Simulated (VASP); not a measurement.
Crystal: PtS2.

```
CELL_PARAMETERS angstrom
3.54320 0.00000 0.00000
-1.77160 3.06850 0.00000
0.00000 0.00000 5.03880
ATOMIC_POSITIONS crystal
Pt 0.00000 0.00000 0.00000
S 0.66667 0.33333 0.77300
S 0.33333 0.66667 0.22700
```

Base run:

```yaml
Program: VASP 6.6.1
Functional: r2SCANh
Potentials_or_basis: VASP PAW PBE potentials, release 64 (Pt, S)
Cutoff: 520 eV
k_mesh: 5 × 5 × 3
Occupations: fermi-dirac, width 0.05 eV
Spin: no spin polarisation
```

Its results: band gap on the k mesh 1.95 eV, indirect (least direct gap 2.14 eV); pressure 7.7 GPa; largest force 1.093 eV/Å.

Q: The run is repeated on the same cell with these changes: functional from r2SCANh to PBE-based screened hybrid. What comes out?

A: Band gap on the k mesh 2.03 eV, indirect (least direct gap 2.33 eV); pressure 6.3 GPa; largest force 0.847 eV/Å.

Caveats: the PAW data sets were made with another functional, which shifts forces and pressure a little; spin-orbit coupling is left out, which moves the levels of the heavy elements.

A k mesh can miss the band edges.
